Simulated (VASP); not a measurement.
# Sc (P6_3/mmc) in VASP: notebook, part 2 of 2

VASP 6.6.1. Earlier steps stand in the parts before.

## 4. Single point, r2SCAN

This run uses another cell than the first one, of the same volume but with other edges.

Contents of POSCAR:

```
Sc
1.0
    3.3280716152      0.0000000000      0.0000000000
   -1.6640358076      2.8821945644      0.0000000000
    0.0000000000      0.0000000000      5.2121495536
Sc
2
Direct
    0.3333333333      0.6666666667      0.2500000000
    0.6666666667      0.3333333333      0.7500000000
```

Contents of INCAR.step1:

```
  ALGO = Normal
  EDIFF = 1E-4
  ENCUT = 520
  GGA = PE
  ISMEAR = -1
  LASPH = True
  LCHARG = False
  LREAL = False
  LWAVE = True
  NBANDS = 18
  NELM = 100
  PREC = Accurate
  SIGMA = 0.1
```

Contents of INCAR.step2:

```
  ALGO = Normal
  EDIFF = 1E-6
  ENCUT = 520
  ISIF = 2
  ISMEAR = -1
  ISTART = 1
  LASPH = True
  LCHARG = True
  LELF = True
  LMIXTAU = True
  LREAL = False
  LVHAR = True
  LWAVE = False
  METAGGA = R2SCAN
  NBANDS = 18
  NELM = 100
  PREC = Accurate
  SIGMA = 0.1
```

Contents of KPOINTS:

```
k-points
0
Gamma
  3 3 2
```

Potentials or basis: VASP PAW PBE potentials, release 64 (Sc_sv).

On the command line:

```sh
$ cat potpaw_PBE.64/Sc_sv/POTCAR > POTCAR
$ cp INCAR.step1 INCAR
$ mpirun -np 1 vasp_std > vasp.out
$ cp INCAR.step2 INCAR
$ mpirun -np 1 vasp_std > vasp.out
```

OUTCAR:

```text
EDIFF = 1E-6
   ENCUT = 520
   ISIF = 2
   ISMEAR = -1
   ISTART = 1
   LASPH = True
   LREAL = False
   METAGGA = R2SCAN
   NELM = 100
   PREC = Accurate

 ion  position               nearest neighbor table
   1  0.333  0.667  0.250-   2 3.24   2 3.24   2 3.24   2 3.24   2 3.24   2 3.24
   2  0.667  0.333  0.750-   1 3.24   1 3.24   1 3.24   1 3.24   1 3.24   1 3.24

  LATTYP: Found a hexagonal cell.
 ALAT       =     3.3280716152
 C/A-ratio  =     1.5661170060

  Lattice vectors:

 A1 = (   3.3280716152,   0.0000000000,   0.0000000000)
 A2 = (  -1.6640358076,   2.8821945644,   0.0000000000)
 A3 = (   0.0000000000,   0.0000000000,   5.2121495536)

Analysis of symmetry for initial positions (statically):
=====================================================================
 Subroutine PRICEL returns:
 Original cell was already a primitive cell.

 Routine SETGRP: Setting up the symmetry group for a
 hexagonal supercell.

 Subroutine GETGRP returns: Found 24 space group operations
 (whereof 12 operations were pure point group operations)
 out of a pool of 24 trial point group operations.

The static configuration has the point symmetry D_3d.
 The point group associated with its full space group is D_6h.

Analysis of symmetry for dynamics (positions and initial velocities):
=====================================================================
 Subroutine PRICEL returns:
 Original cell was already a primitive cell.

 Routine SETGRP: Setting up the symmetry group for a
 hexagonal supercell.

 Subroutine GETGRP returns: Found 24 space group operations
 (whereof 12 operations were pure point group operations)
 out of a pool of 24 trial point group operations.

The dynamic configuration has the point symmetry D_3d.
 The point group associated with its full space group is D_6h.

 Subroutine INISYM returns: Found 24 space group operations
 (whereof 12 operations are pure point group operations),
 and found     1 'primitive' translations

[... 91 lines left out ...]
   EFERMI_NEDOS =   21; number of points for ismear=-14 and -15
   IALGO  =     38    algorithm
   IMIX   =      4    mixing-type and parameters
     AMIX     =   0.40;   BMIX     =  1.00
     AMIX_MAG =   1.60;   BMIX_MAG =  1.00
  volume/ion in A,a.u.               =      25.00       168.69
  Fermi-wavevector in a.u.,A,eV,Ry     =   1.245197  2.353081 21.096050  1.550516
  Thomas-Fermi vector in A             =   2.379430
   LORBIT       =      0    0 simple, 1 ext, 2 COOP (PROOUT), +10 PAW based schemes
   METAGGA = R2SCAN    functional components
   LHFCALC =     F    Hartree Fock is set to
   AEXX    =    0.0000 exact exchange contribution
   IVDW    =     0    specifies the selected vdW correction
   LEPSILON=     F    determine dielectric tensor
   LRPA    =     F    only Hartree local field effects (RPA)
 non-spin polarized calculation
  energy-cutoff  :      520.00
  volume of cell :       50.00
 maximum number of plane-waves:      1375
 NGX is ok and might be reduce to    28

 number of electron      21.9999997 magnetization

 Free energy of the ion-electron system (eV)
  ---------------------------------------------------
  ext. energy  EPLUGINS =         0.00000000
  ---------------------------------------------------
  free energy    TOTEN  =       -22.59846849 eV

  energy without entropy =      -22.44870027  energy(sigma->0) =      -22.52358438

 E-fermi :   3.7233     XC(G=0): -10.5337

 val. band max:        3.6262780103   @ k =   0.3333   0.3333   0.5000
 cond. band min:       3.7246753082   @ k =   0.3333  -0.0000   0.0000
 fundamental gap:      0.0983972979
 Fermi energy:         3.7233445558

 k-point     1 :       0.0000    0.0000    0.0000
  band No.  band energies     occupation
      1     -47.8296      2.00000
      2     -47.7607      2.00000
      3     -25.6750      2.00000
      4     -25.3551      2.00000
      5     -25.3551      2.00000
      6     -25.2915      2.00000
[... 103 lines left out ...]
      5     -25.5043      2.00000
      6     -25.5043      2.00000
[... 10 lines left out ...]
     17       7.5739      0.00000
     18       7.5739      0.00000

------------------------ aborting loop because EDIFF is reached ----------------------------------------

  FORCE on cell =-STRESS in cart. coord.  units (eV):
  Direction    XX          YY          ZZ          XY          YZ          ZX
  --------------------------------------------------------------------------------------
  -------------------------------------------------------------------------------------
  Total        0.0260282      0.0260282     -0.3464118      0.0000000      0.0000000      0.0000000
  in kB        0.8341087      0.8341087    -11.1012117      0.0000000      0.0000000      0.0000000
  external PRESSURE =      -3.1443314 kB  Pullay stress =       0.0000000 kB

 VOLUME and BASIS-vectors are now :
 -----------------------------------------------------------------------------
  energy-cutoff  :      520.00
  volume of cell :       50.00
      direct lattice vectors                 reciprocal lattice vectors
     3.328071615  0.000000000  0.000000000     0.300474303  0.173478920  0.000000000
    -1.664035808  2.882194564  0.000000000     0.000000000  0.346957840  0.000000000
     0.000000000  0.000000000  5.212149554     0.000000000  0.000000000  0.191859422

 POSITION                                       TOTAL-FORCE (eV/Angst)
 -----------------------------------------------------------------------------------
     -0.00000      1.92146      1.30304         0.000000      0.000000      0.000000
      1.66404      0.96073      3.90911        -0.000000     -0.000000      0.000000
 -----------------------------------------------------------------------------------
    total drift:                               -0.000000      0.000000     -0.000000

  FREE ENERGIE OF THE ION-ELECTRON SYSTEM (eV)
  ---------------------------------------------------
  free  energy   TOTEN  =       -22.5984684942 eV

  energy  without entropy=      -22.4487002699  energy(sigma->0) =      -22.52358438
```

OSZICAR.step1:

```text
N       E                     dE             d eps       ncg     rms          rms(c)
DAV:   1     0.362247459861E+03    0.36225E+03   -0.11194E+04   216   0.130E+03
DAV:   2     0.574424766300E+01   -0.35650E+03   -0.34842E+03   288   0.543E+02
DAV:   3    -0.133582448350E+02   -0.19102E+02   -0.17939E+02   346   0.147E+02
DAV:   4    -0.137599188497E+02   -0.40167E+00   -0.40116E+00   346   0.224E+01
DAV:   5    -0.137627174843E+02   -0.27986E-02   -0.27981E-02   366   0.204E+00    0.746E+00
DAV:   6    -0.125789357552E+02    0.11838E+01   -0.27698E+00   280   0.182E+01    0.216E+00
DAV:   7    -0.124354551194E+02    0.14348E+00   -0.61520E-01   286   0.782E+00    0.834E-01
DAV:   8    -0.124252161575E+02    0.10239E-01   -0.23916E-02   288   0.194E+00    0.205E-01
DAV:   9    -0.124241970242E+02    0.10191E-02   -0.51453E-03   308   0.782E-01    0.247E-02
DAV:  10    -0.124242024113E+02   -0.53871E-05   -0.58885E-05   160   0.128E-01
   1 F= -.12424202E+02 E0= -.12349083E+02  d E =-.150239E+00
```

Run time: 17 s. Hardware: 1 thread of Intel Xeon 6975P-C (Granite Rapids), shared host; peak memory 0.17 GiB.

Results:

* Free energy: -22.5985 eV
* Pressure: -0.3 GPa
* Band gap on the k mesh: zero (bands 11 and 12 overlap by 1.52 eV)

Stress tensor (GPa, compression positive):
```
 0.08  0.00  0.00
 0.00  0.08  0.00
 0.00  0.00 -1.11
```

Caveat: the k points lie up to 0.73 Å⁻¹ apart, too coarse for converged energies and pressures of a metal; the PAW data sets were made with another functional, which shifts forces and pressure a little.

## 5. Overview

```csv
spin,cell,k mesh,gap on the mesh (eV),pressure (GPa)
collinear,"a = 3.287, b = 3.287, c = 5.334 Å, angles 90.0, 90.0, 120.0°, 2 atoms",6 × 6 × 3,none,0.2
off,"a = 3.328, b = 3.328, c = 5.212 Å, angles 90.0, 90.0, 120.0°, 2 atoms",2 × 2 × 1,none,-6.9
off,"a = 3.328, b = 3.328, c = 5.212 Å, angles 90.0, 90.0, 120.0°, 2 atoms",3 × 3 × 2,none,-0.3
```

Alike in all rows: task single point; level r2SCAN; potentials or basis VASP PAW PBE potentials, release 64 (Sc_sv); cutoff (eV) 520; smearing fermi-dirac 0.1 eV.

Caveats: all runs use coarse meshes; the PAW data sets were made with another functional, which shifts forces and pressure a little.

Absolute energies hang on the potentials; compare differences alone.
